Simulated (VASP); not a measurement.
Set up this calculation in VASP 6.6.1, as the native input.

| Property | Result |
| --- | --- |
| Task | single point |
| Functional | PBE |
| Potentials or basis | VASP PAW PBE potentials, release 64 (Al, C) |
| Cutoff | 520 eV |
| k mesh | 4 × 4 × 4 |
| Occupations | gaussian, width 0.1 eV |
| Spin | no spin polarisation |
| Dipole correction | no |
| Further INCAR settings | ALGO = Normal; EDIFF = 1e-06; NBANDS = 17 |

The structure of Al2C3 lies in POSCAR:

```
Al2C3
1.0
    4.4042400900      0.0000000000      0.0000000000
    0.0000000000      4.4042400900      0.0000000000
    0.0000000000      0.0000000000      4.4042400900
Al C
2 3
Direct
    0.5000000000      0.5000000000      0.5000000000
    0.0000000000      0.0000000000      0.0000000000
    0.0000000000      0.5000000000      0.5000000000
    0.5000000000      0.0000000000      0.5000000000
    0.5000000000      0.5000000000      0.0000000000
```

One way to write it, as run:

INCAR

```
PREC = Accurate ; ENCUT = 520
EDIFF = 1E-6 ; ISMEAR = 0
SIGMA = 0.1 ; LREAL = F
LASPH = T ; NELM = 80
ALGO = Normal ; ISIF = 2
LWAVE = F ; LCHARG = F
GGA = PE ; NBANDS = 17
```

KPOINTS

```
regular mesh
0
Gamma
  4 4 4
```

Potentials or basis: VASP PAW PBE potentials, release 64 (Al, C).

The run is started by

```sh
$ cat potpaw_PBE.64/Al/POTCAR potpaw_PBE.64/C/POTCAR > POTCAR
$ mpirun -np 1 vasp_std > vasp.out
```

Results of the run:

| Quantity | Value |
| --- | --- |
| Pressure | -20.4 GPa |
| Band gap on the k mesh | zero (band 9 reaches 3.49 eV, above the bottom of band 10 at 2.45 eV) |

Wall time 7 s on 1 thread of Intel(R) Xeon(R) 6975P-C (Granite Rapids), on a shared host, peak memory 0.19 GiB.
